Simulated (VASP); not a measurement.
A run of VASP 6.6.1:

Contents of INCAR:

```
SYSTEM = ZrTaN
ALGO = Normal
EDIFF = 1E-6
ENCUT = 520
GGA = PE
ISIF = 2
ISMEAR = 0
LASPH = .TRUE.
LCHARG = .FALSE.
LREAL = .FALSE.
LWAVE = .FALSE.
NBANDS = 37
NELM = 80
PREC = Accurate
SIGMA = 0.1
```

File KPOINTS:

```
k-points
0
G
  12 12 6
  0 0 0
```

The input POSCAR:

```
ZrTaN
1.0
    3.3402795952      0.0000000000      0.0000000000
    0.0000000000      3.3402795952      0.0000000000
    0.0000000000      0.0000000000      7.8514566812
Zr Ta N
2 2 2
Direct
    0.0000000000      0.5000000000      0.6409794216
    0.5000000000      0.0000000000      0.3590205784
    0.5000000000      0.0000000000      0.9102862564
    0.0000000000      0.5000000000      0.0897137436
    0.0000000000      0.5000000000      0.3581361985
    0.5000000000      0.0000000000      0.6418638015
```

Potentials or basis: VASP PAW PBE potentials, release 64 (Zr_sv, Ta_pv, N).

Launch:

```bash
$ cat potpaw_PBE.64/Zr_sv/POTCAR potpaw_PBE.64/Ta_pv/POTCAR potpaw_PBE.64/N/POTCAR > POTCAR
$ mpirun -np 1 vasp_std > vasp.out
```

Hardware: 1 thread of Intel(R) Xeon(R) 6975P-C (Granite Rapids) (shared host).

Task: How long does it take, and how much memory?

Result: It took 3 min on 1 thread of Intel(R) Xeon(R) 6975P-C (Granite Rapids), on a shared host, peak memory 0.43 GiB. Counts: scf iterations 14, k points 112.
